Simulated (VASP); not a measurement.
# MgSe2 (Pa-3) in VASP: single point with r2SCAN+rVV10

Aim: the single point of MgSe2 with r2SCAN+rVV10.

Everything below comes from runs of VASP 6.6.1. Logs are shortened: lines on timing, memory, paths and dates and some standing lists are left out, and cuts for length are marked.

**1. The cell of the first run**

It takes space group Pa-3 (No. 205, cubic). Conventional cell: a = 6.443 Å, b = 6.443 Å, c = 6.443 Å, α = 90.00°, β = 90.00°, γ = 90.00°. Mg (site symmetry -3) has 6 Se at 2.71 Å within 3.6 Å. Within 3.1 Å of Se (site symmetry 3) lie 1 Se at 2.38 Å and 3 Mg at 2.71 Å.

**2. Single point, r2SCAN+rVV10**

POSCAR reads:

```
MgSe2
1.0
    6.4434168366      0.0000000000      0.0000000000
    0.0000000000      6.4434168366      0.0000000000
    0.0000000000      0.0000000000      6.4434168366
Mg Se
4 8
Direct
    0.5000000000      0.5000000000      0.0000000000
    0.5000000000      0.0000000000      0.5000000000
    0.0000000000      0.5000000000      0.5000000000
    0.0000000000      0.0000000000      0.0000000000
    0.1064510435      0.8935489565      0.3935489565
    0.8935489565      0.3935489565      0.1064510435
    0.3935489565      0.1064510435      0.8935489565
    0.6064510435      0.6064510435      0.6064510435
    0.8935489565      0.1064510435      0.6064510435
    0.1064510435      0.6064510435      0.8935489565
    0.6064510435      0.8935489565      0.1064510435
    0.3935489565      0.3935489565      0.3935489565
```

INCAR.step1 reads:

```
SYSTEM = MgSe2
PREC = Accurate ; ENCUT = 520
ISMEAR = -1 ; SIGMA = 0.03
LREAL = .FALSE. ; LASPH = .TRUE.
NELM = 100 ; NBANDS = 40
GGA = PE ; ALGO = Normal
EDIFF = 1E-4 ; LWAVE = .TRUE.
LCHARG = .FALSE.
```

INCAR.step2 reads:

```
SYSTEM = MgSe2
PREC = Accurate ; ENCUT = 520
EDIFF = 1E-6 ; ISMEAR = -1
SIGMA = 0.03 ; LREAL = .FALSE.
LASPH = .TRUE. ; NELM = 100
ALGO = Normal ; ISIF = 2
LWAVE = .FALSE. ; LCHARG = .FALSE.
METAGGA = R2SCAN ; LMIXTAU = .TRUE.
LUSE_VDW = .TRUE. ; IVDW_NL = 2
BPARAM = 11.95 ; CPARAM = 0.0093
NBANDS = 40 ; ISTART = 1
```

KPOINTS reads:

```
Automatic mesh
0
G
  4 4 4
  0 0 0
```

Potentials or basis: VASP PAW PBE potentials, release 64 (Mg, Se).

Run with:

```sh
cat potpaw_PBE.64/Mg/POTCAR potpaw_PBE.64/Se/POTCAR > POTCAR
cp INCAR.step1 INCAR
mpirun -np 1 vasp_std > vasp.out
cp INCAR.step2 INCAR
mpirun -np 1 vasp_std > vasp.out
```

OUTCAR:

```text
SYSTEM = MgSe2
   PREC = Accurate
   ENCUT = 520
   EDIFF = 1E-6
   ISMEAR = -1
   LREAL = .FALSE.
   LASPH = .TRUE.
   NELM = 100
   ISIF = 2
   METAGGA = R2SCAN
   IVDW_NL = 2
   BPARAM = 11.95
   ISTART = 1

 ion  position               nearest neighbor table
   1  0.500  0.500  0.000-   6 2.71   7 2.71   8 2.71  10 2.71  11 2.71  12 2.71
   2  0.500  0.000  0.500-   5 2.71   7 2.71   8 2.71   9 2.71  11 2.71  12 2.71
   3  0.000  0.500  0.500-   5 2.71   6 2.71   8 2.71   9 2.71  10 2.71  12 2.71
   4  0.000  0.000  0.000-   5 2.71   6 2.71   7 2.71   9 2.71  10 2.71  11 2.71
   5  0.106  0.894  0.394-   9 2.38   3 2.71   4 2.71   2 2.71
   6  0.894  0.394  0.106-  10 2.38   3 2.71   4 2.71   1 2.71
   7  0.394  0.106  0.894-  11 2.38   2 2.71   4 2.71   1 2.71
   8  0.606  0.606  0.606-  12 2.38   2 2.71   3 2.71   1 2.71
   9  0.894  0.106  0.606-   5 2.38   3 2.71   4 2.71   2 2.71
  10  0.106  0.606  0.894-   6 2.38   3 2.71   4 2.71   1 2.71
  11  0.606  0.894  0.106-   7 2.38   2 2.71   4 2.71   1 2.71
  12  0.394  0.394  0.394-   8 2.38   2 2.71   3 2.71   1 2.71

  LATTYP: Found a simple cubic cell.
 ALAT       =     6.4434168366

  Lattice vectors:

 A1 = (   6.4434168366,   0.0000000000,   0.0000000000)
 A2 = (   0.0000000000,   6.4434168366,   0.0000000000)
 A3 = (   0.0000000000,   0.0000000000,   6.4434168366)

Analysis of symmetry for initial positions (statically):
=====================================================================
 Subroutine PRICEL returns:
 Original cell was already a primitive cell.

 Routine SETGRP: Setting up the symmetry group for a
 simple cubic supercell.

 Subroutine GETGRP returns: Found 24 space group operations
 (whereof  6 operations were pure point group operations)
 out of a pool of 48 trial point group operations.

The static configuration has the point symmetry S_6 .
 The point group associated with its full space group is T_h .

Analysis of symmetry for dynamics (positions and initial velocities):
=====================================================================
 Subroutine PRICEL returns:
 Original cell was already a primitive cell.

 Routine SETGRP: Setting up the symmetry group for a
 simple cubic supercell.

 Subroutine GETGRP returns: Found 24 space group operations
 (whereof  6 operations were pure point group operations)
 out of a pool of 48 trial point group operations.

The dynamic configuration has the point symmetry S_6 .
 The point group associated with its full space group is T_h .

 Subroutine INISYM returns: Found 24 space group operations
 (whereof  6 operations are pure point group operations),
 and found     1 'primitive' translations

----------------------------------------------------------------------------------------

                                     Primitive cell

  volume of cell :     267.5153

  direct lattice vectors                    reciprocal lattice vectors
     6.443416837  0.000000000  0.000000000     0.155197161  0.000000000  0.000000000
     0.000000000  6.443416837  0.000000000     0.000000000  0.155197161  0.000000000
     0.000000000  0.000000000  6.443416837     0.000000000  0.000000000  0.155197161

  length of vectors
     6.443416837  6.443416837  6.443416837     0.155197161  0.155197161  0.155197161

  position of ions in fractional coordinates (direct lattice)
     0.500000000  0.500000000  0.000000000
     0.500000000  0.000000000  0.500000000
     0.000000000  0.500000000  0.500000000
     0.000000000  0.000000000  0.000000000
     0.106451044  0.893548956  0.393548956
     0.893548956  0.393548956  0.106451044
     0.393548956  0.106451044  0.893548956
     0.606451044  0.606451044  0.606451044
     0.893548956  0.106451044  0.606451044
     0.106451044  0.606451044  0.893548956
     0.606451044  0.893548956  0.106451044
     0.393548956  0.393548956  0.393548956

  ion indices of the primitive-cell ions
   primitive index   ion index
                 1           1
                 2           2
                 3           3
                 4           4
                 5           5
                 6           6
                 7           7
                 8           8
                 9           9
                10          10
                11          11
                12          12

----------------------------------------------------------------------------------------

 KPOINTS: Automatic mesh

Automatic generation of k-mesh.
 Grid dimensions read from file:
 generate k-points for:    4    4    4

 Generating k-lattice:

  Cartesian coordinates                     Fractional coordinates (reciprocal lattice)
     0.038799290  0.000000000  0.000000000     0.250000000  0.000000000  0.000000000
     0.000000000  0.038799290  0.000000000     0.000000000  0.250000000  0.000000000
     0.000000000  0.000000000  0.038799290     0.000000000  0.000000000  0.250000000

  Length of vectors
     0.038799290  0.038799290  0.038799290

  Shift w.r.t. Gamma in fractional coordinates (k-lattice)
     0.000000000  0.000000000  0.000000000

 Subroutine IBZKPT returns following result:
 ===========================================

 Found     11 irreducible k-points:

 Following reciprocal coordinates:
            Coordinates               Weight
  0.000000  0.000000  0.000000      1.000000
  0.250000  0.000000  0.000000      6.000000
  0.500000  0.000000  0.000000      3.000000
  0.250000  0.250000  0.000000     12.000000
  0.500000  0.250000  0.000000      6.000000
 -0.250000  0.500000  0.000000      6.000000
  0.500000  0.500000  0.000000      3.000000
  0.250000  0.250000  0.250000      8.000000
  0.500000  0.250000  0.250000     12.000000
  0.500000  0.500000  0.250000      6.000000
  0.500000  0.500000  0.500000      1.000000
   k-points           NKPTS =     11   k-points in BZ     NKDIM =     11   number of bands    NBANDS=     40
   number of dos      NEDOS =    301   number of ions     NIONS =     12
   total plane-waves  NPLWV = 110592
   dimension x,y,z NGX =    48 NGY =   48 NGZ =   48
   dimension x,y,z NGXF=    96 NGYF=   96 NGZF=   96
   ions per type =               4   8
   NGX,Y,Z   is equivalent  to a cutoff of  12.38, 12.38, 12.38 a.u.
   NGXF,Y,Z  is equivalent  to a cutoff of  24.77, 24.77, 24.77 a.u.
 SYSTEM =  MgSe2
   PREC   = accura    normal or accurate (medium, high low for compatibility)
   ISTART =      1    job   : 0-new  1-cont  2-samecut
   ICHARG =      0    charge: 1-file 2-atom 10-const
   ISPIN  =      1    spin polarized calculation?
   LNONCOLLINEAR =      F non collinear calculations
   LSORBIT =      F    spin-orbit coupling
   LASPH  =      T    aspherical Exc in radial PAW
   ENCUT  =  520.0 eV  38.22 Ry    6.18 a.u.  11.98 11.98 11.98*2*pi/ulx,y,z
   NELM   =    100;   NELMIN=  2; NELMDL=  0     # of ELM steps
   EDIFF  = 0.1E-05   stopping-criterion for ELM
   LREAL  =      F    real-space projection
   EDIFFG = 0.1E-04   stopping-criterion for IOM
   NSW    =      0    number of steps for IOM
   IBRION =     -1    ionic relax: 0-MD 1-quasi-New 2-CG
   NFREE  =      0    steps in history (QN), initial steepest desc. (CG)
   ISIF   =      2    stress and relaxation
   ISYM   =      2    0-nonsym 1-usesym 2-fastsym
   POTIM  = 0.5000    time-step for ionic-motion
   TEBEG  =    0.0;   TEEND  =   0.0 temperature during run
   PSTRESS=    0.0 pullay stress
   NELECT =      56.0000    total number of electrons
   NUPDOWN=      -1.0000    fix difference up-down
   EMIN   =  10.00;   EMAX   =-10.00  energy-range for DOS
   EFERMI =   0.00;   METHOD = LEGACY
   ISMEAR =    -1;   SIGMA  =   0.03  broadening in eV -4-tet -1-fermi 0-gaus
   EFERMI_NEDOS =   21; number of points for ismear=-14 and -15
   IALGO  =     38    algorithm
   IMIX   =      4    mixing-type and parameters
     AMIX     =   0.40;   BMIX     =  1.00
     AMIX_MAG =   1.60;   BMIX_MAG =  1.00
  volume/ion in A,a.u.               =      22.29       150.44
  Fermi-wavevector in a.u.,A,eV,Ry     =   0.972049  1.836905 12.855850  0.944878
  Thomas-Fermi vector in A             =   2.102315
   LORBIT       =      0    0 simple, 1 ext, 2 COOP (PROOUT), +10 PAW based schemes
   METAGGA = R2SCAN    functional components
   LHFCALC =     F    Hartree Fock is set to
   AEXX    =    0.0000 exact exchange contribution
   IVDW_NL    =     2    kernel type
   BPARAM     =11.9500
   IVDW    =     0    specifies the selected vdW correction
   LEPSILON=     F    determine dielectric tensor
   LRPA    =     F    only Hartree local field effects (RPA)
 non-spin polarized calculation
  energy-cutoff  :      520.00
  volume of cell :      267.52
 maximum number of plane-waves:      7248
   NGX = 23   NGY = 23   NGZ = 23

 number of electron      55.9999997 magnetization

 Free energy of the ion-electron system (eV)
  ---------------------------------------------------
  ext. energy  EPLUGINS =         0.00000000
  ---------------------------------------------------
  free energy    TOTEN  =      -141.45863284 eV

  energy without entropy =     -141.45863284  energy(sigma->0) =     -141.45863284

 E-fermi :   3.5032     XC(G=0):  -9.7316

 val. band max:        2.8150384270   @ k =   0.2500   0.0000   0.0000
 cond. band min:       4.8719268403   @ k =   0.2500   0.2500   0.2500
 fundamental gap:      2.0568884133
 Fermi energy:         3.5032011358

 k-point     1 :       0.0000    0.0000    0.0000
  band No.  band energies     occupation
      1     -12.0693      2.00000
      2     -11.1588      2.00000
      3     -11.1588      2.00000
      4     -11.1588      2.00000
      5      -8.7479      2.00000
      6      -8.7479      2.00000
[... 32 lines left out ...]
     39       9.4715      0.00000
     40       9.6499      0.00000

 k-point     2 :       0.2500    0.0000    0.0000
  band No.  band energies     occupation
      1     -11.9586      2.00000
      2     -11.3227      2.00000
      3     -11.1527      2.00000
      4     -11.1525      2.00000
      5      -8.7252      2.00000
      6      -8.7156      2.00000
[... 32 lines left out ...]
     39       9.5885      0.00000
     40       9.7742      0.00000

 k-point     3 :       0.5000    0.0000    0.0000
  band No.  band energies     occupation
      1     -11.6658      2.00000
      2     -11.6658      2.00000
      3     -11.1463      2.00000
      4     -11.1463      2.00000
      5      -8.6945      2.00000
      6      -8.6945      2.00000
[... 32 lines left out ...]
     39      10.1241      0.00000
     40      10.1241      0.00000

 k-point     4 :       0.2500    0.2500    0.0000
  band No.  band energies     occupation
      1     -11.8566      2.00000
      2     -11.2907      2.00000
      3     -11.2904      2.00000
      4     -11.1694      2.00000
      5      -8.7214      2.00000
      6      -8.6810      2.00000
[... 32 lines left out ...]
     39       9.3982      0.00000
     40       9.5834      0.00000
[... 213 lines left out ...]
     39       9.5053      0.00000
     40       9.5053      0.00000

 k-point    10 :       0.5000    0.5000    0.2500
  band No.  band energies     occupation
      1     -11.3925      2.00000
      2     -11.3925      2.00000
      3     -11.3925      2.00000
      4     -11.3925      2.00000
      5      -8.6815      2.00000
      6      -8.6815      2.00000
[... 32 lines left out ...]
     39       9.0742      0.00000
     40       9.0742      0.00000

 k-point    11 :       0.5000    0.5000    0.5000
  band No.  band energies     occupation
      1     -11.3771      2.00000
      2     -11.3771      2.00000
      3     -11.3771      2.00000
      4     -11.3771      2.00000
      5      -8.7253      2.00000
      6      -8.7253      2.00000
[... 32 lines left out ...]
     39       8.7863      0.00000
     40       8.7863      0.00000

------------------------ aborting loop because EDIFF is reached ----------------------------------------

  FORCE on cell =-STRESS in cart. coord.  units (eV):
  Direction    XX          YY          ZZ          XY          YZ          ZX
  --------------------------------------------------------------------------------------
  -------------------------------------------------------------------------------------
  Total       -0.1304750     -0.1304750     -0.1304750      0.0000000      0.0000000      0.0000000
  in kB       -0.7814282     -0.7814282     -0.7814282      0.0000000      0.0000000      0.0000000
  external PRESSURE =      -0.7814282 kB  Pullay stress =       0.0000000 kB

 VOLUME and BASIS-vectors are now :
 -----------------------------------------------------------------------------
  energy-cutoff  :      520.00
  volume of cell :      267.52
      direct lattice vectors                 reciprocal lattice vectors
     6.443416837  0.000000000  0.000000000     0.155197161  0.000000000  0.000000000
     0.000000000  6.443416837  0.000000000     0.000000000  0.155197161  0.000000000
     0.000000000  0.000000000  6.443416837     0.000000000  0.000000000  0.155197161

 POSITION                                       TOTAL-FORCE (eV/Angst)
 -----------------------------------------------------------------------------------
      3.22171      3.22171      0.00000        -0.000000      0.000000     -0.000000
      3.22171      0.00000      3.22171        -0.000000      0.000000     -0.000000
      0.00000      3.22171      3.22171        -0.000000      0.000000     -0.000000
      0.00000      0.00000      0.00000        -0.000000      0.000000     -0.000000
      0.68591      5.75751      2.53580         0.012011     -0.012011     -0.012011
      5.75751      2.53580      0.68591        -0.012011     -0.012011      0.012011
      2.53580      0.68591      5.75751        -0.012011      0.012011     -0.012011
      3.90762      3.90762      3.90762         0.012011      0.012011      0.012011
      5.75751      0.68591      3.90762        -0.012011      0.012011      0.012011
      0.68591      3.90762      5.75751         0.012011      0.012011     -0.012011
      3.90762      5.75751      0.68591         0.012011     -0.012011      0.012011
      2.53580      2.53580      2.53580        -0.012011     -0.012011     -0.012011
 -----------------------------------------------------------------------------------
    total drift:                                0.000000     -0.000000      0.000000

  FREE ENERGIE OF THE ION-ELECTRON SYSTEM (eV)
  ---------------------------------------------------
  free  energy   TOTEN  =      -141.4586328377 eV

  energy  without entropy=     -141.4586328377  energy(sigma->0) =     -141.45863284
```

Run time: 6 min. Hardware: 1 thread of Intel Xeon Platinum 8375C at 2.90GHz (Ice Lake), shared host; peak memory 0.79 GiB.

What came out:

- Free energy: -141.4586 eV
- Pressure: -0.1 GPa
- Largest force: 0.021 eV/Å
- Band gap on the k mesh: 2.06 eV (least direct gap 2.13 eV)

Forces on the atoms (eV/Å):
```
Mg   0.000  0.000  0.000
Mg   0.000  0.000  0.000
Mg   0.000  0.000  0.000
Mg   0.000  0.000  0.000
Se   0.012 -0.012 -0.012
Se  -0.012 -0.012  0.012
Se  -0.012  0.012 -0.012
Se   0.012  0.012  0.012
Se  -0.012  0.012  0.012
Se   0.012  0.012 -0.012
Se   0.012 -0.012  0.012
Se  -0.012 -0.012 -0.012
```

Levels at points of the mesh, in eV from the valence-band top:
```tsv
k point	band 25	band 26	band 27	band 28	band 29	band 30	band 31	band 32
(0.00, 0.00, 0.00)	-0.64	-0.64	0.00	0.00	2.13	3.16	3.16	3.16
(0.50, 0.00, 0.00)	-0.99	-0.99	-0.06	-0.06	2.34	2.34	2.42	2.42
(0.50, 0.50, 0.00)	-0.89	-0.89	-0.89	-0.89	2.35	2.35	2.35	2.35
(0.50, 0.50, 0.50)	-1.24	-1.24	-1.24	-1.24	2.56	2.56	2.56	2.56
```

Caveat: the PAW data sets were made with another functional, which shifts forces and pressure a little. A k mesh can miss the band edges.
